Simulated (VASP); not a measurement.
Input of a VASP 6.6.1 run:

The input INCAR:

```
SYSTEM = ZrB2
ALGO = Normal
EDIFF = 1E-6
EDIFFG = -0.04
ENCUT = 600
GGA = PE
IBRION = 2
ISIF = 3
ISMEAR = 0
LASPH = .True.
LCHARG = .False.
LREAL = .False.
LWAVE = .False.
NELM = 80
NSW = 90
PREC = Accurate
SIGMA = 0.1
```

The input KPOINTS:

```
k-points
0
Gamma
  6 6 6
  0 0 0
```

File POSCAR:

```
ZrB2
1.0
   -2.6536669143      2.6536669143      2.2089154102
    2.6536669143     -2.6536669143      2.2089154102
    2.6536669143      2.6536669143     -2.2089154102
Zr B
2 4
Direct
    0.2500000000      0.2500000000      0.0000000000
    0.7500000000      0.7500000000      0.0000000000
    0.6670000000      0.1670000000      0.8340000000
    0.1670000000      0.3330000000      0.5000000000
    0.3330000000      0.8330000000      0.1660000000
    0.8330000000      0.6670000000      0.5000000000
```

Potentials or basis: VASP PAW PBE potentials, release 64 (Zr_sv, B).

The run is started by

```sh
$ cat potpaw_PBE.64/Zr_sv/POTCAR potpaw_PBE.64/B/POTCAR > POTCAR
$ mpirun -np 1 vasp_std > vasp.out
```

(1) Estimate the relaxed volume.

(2) What does it give for the space group after relaxing (to 0.1 Å)?

Answers

(1) 12.35 Å³/atom.

(2) P4/mmm (No. 123).

Caveat: the volume moved by over 15 % at a fixed basis, so the end points are rough.
